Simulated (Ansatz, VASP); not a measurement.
Ge in VASP and in Ansatz

File INCAR:

```
SYSTEM = Ge
PREC     = Accurate       ! precision mode
ENCUT    = 520            ! plane-wave cutoff, eV
EDIFF    = 1E-6           ! SCF threshold, eV
ISMEAR   = -1             ! smearing method
SIGMA    = 0.05           ! smearing width, eV
LREAL    = .False.        ! projectors in reciprocal space
LASPH    = .True.         ! aspherical terms in the spheres
NELM     = 100            ! most SCF steps
ALGO     = Normal         ! electronic algorithm
ISIF     = 2              ! what is computed and relaxed
LWAVE    = .False.        ! write WAVECAR
LCHARG   = .False.        ! write CHGCAR
GGA      = PS             ! functional
NBANDS   = 21             ! bands
```

KPOINTS

```
Automatic mesh
0
Gamma
  8 8 8
  0 0 0
```

The input POSCAR:

```
Ge
1.0
   -2.5744897190      2.5744897190      1.3974126432
    2.5744897190     -2.5744897190      1.3974126432
    2.5744897190      2.5744897190     -1.3974126432
Ge
2
Direct
    0.5000000000      0.5000000000      0.0000000000
    0.2500000000      0.7500000000      0.5000000000
```

Contents of input.yaml:

```yaml
crystal:
  lattice:
    - [-2.574489719, 2.574489719, 1.3974126432]
    - [2.574489719, -2.574489719, 1.3974126432]
    - [2.574489719, 2.574489719, -1.3974126432]
  atoms:
    - { symbol: Ge, position: [0.5, 0.5, 0.0] }
    - { symbol: Ge, position: [0.25, 0.75, 0.5] }
kpoints:
  mp_grid: { grid: [8, 8, 8] }
  band_path:
    path:
      - [0.0, 0.0, 0.0]
      - [0.0, 0.0, 0.5]
      - [-0.5, 0.5, 0.5]
      - [0.0, 0.0, 0.0]
      - [0.323655812, 0.323655812, -0.323655812]
      - [0.25, 0.25, 0.25]
      - [0.0, 0.5, 0.0]
      - [-0.323655812, 0.676344188, 0.323655812]
    npoints: 10
scf:
  occupations: { method: fermi_dirac, width: 0.05 }
hamiltonian:
  xc: pbesol
  pseudopotentials: { kind: all_electron, lapw: { basis_error: 0.001 } }
output:
  forces: true
  stress: true
  eigenvalues: true
```

Alike in both runs: functional PBEsol; k mesh 8 × 8 × 8; occupations fermi-dirac, width 0.05 eV; no spin polarisation.

```csv
,VASP,Ansatz
version,VASP 6.6.1,Ansatz 0.2.0
potentials or method,"VASP PAW PBE potentials, release 64 (Ge_d), cutoff 520 eV","all-electron LAPW, scalar-relativistic"
task,single point,band structure
```

```tsv
	VASP	Ansatz	Ansatz less VASP
gap on the k mesh at the Fermi level (eV)	none	none	-
pressure (GPa)	-0.8	-0.7	+0.09
traceless stress, the component that is largest in VASP (GPa)	3.12	3.10	-0.020
```

VASP's potentials were made for PBE, not for PBEsol. A gap of «none» marks a metal or a gap that the smearing closes. Ansatz ran all-electron here, and VASP with PAW potentials.

Noted on Ansatz's run: the k mesh is thin for a metal, which can move the energy by tens of meV per atom.
